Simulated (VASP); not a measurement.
**NaHI: single point with PBEsol+D4**

The system is NaHI.

```
Na H I
1.0
     4.43462    0.00000    0.00000
     0.00000    4.43462    0.00000
     0.00000    0.00000    6.25108
Na H I
2 2 2
Cartesian
  0.0000 2.2173 1.3109
  2.2173 0.0000 4.9402
  0.0000 0.0000 0.0000
  2.2173 2.2173 0.0000
  0.0000 2.2173 4.5261
  2.2173 0.0000 1.7250
```

| Item | Value |
| --- | --- |
| Program | VASP 6.6.1 |
| Task | single point |
| Functional | PBEsol |
| Dispersion | D4 |
| Potentials or basis | VASP PAW PBE potentials, release 64 (Na_pv, H, I) |
| Cutoff | 520 eV |
| k mesh | 4 × 4 × 3 |
| Occupations | methfessel-paxton, width 0.0643 eV |
| Spin | no spin polarisation |
| Dipole correction | no |
| Further INCAR settings | ALGO = Normal; EDIFF = 1e-06; NBANDS = 24 |

```json
{
 "Pressure": "0.1 GPa",
 "Band gap on the k mesh": "zero (bands 15 and 16 overlap by 0.96 eV)",
 "Dispersion energy per atom": "-0.097 eV"
}
```

Forces on the atoms (eV/Å):
```
Na   0.000  0.000  0.003
Na   0.000  0.000 -0.003
H    0.000  0.000  0.000
H    0.000  0.000  0.000
I    0.000  0.000 -0.003
I    0.000  0.000  0.003
```

Levels at points of the mesh, in eV from the Fermi level:
```csv
k point,band 13,band 14,band 15,band 16,band 17,band 18
"(0.00, 0.00, 0.00)",-1.91,-1.91,-1.41,-0.71,2.62,5.38
"(0.50, 0.00, 0.00)",-2.32,-2.32,0.26,0.26,4.34,4.34
"(0.50, 0.50, 0.00)",-2.82,-2.82,-0.63,-0.63,2.50,2.50
```

Wall time 27 s on 1 thread of Intel(R) Xeon(R) Platinum 8488C (Sapphire Rapids), on a shared host, peak memory 0.24 GiB.

Caveat: the PAW data sets were made with another functional, which shifts forces and pressure a little; spin-orbit coupling is left out, which moves the levels of the heavy elements.
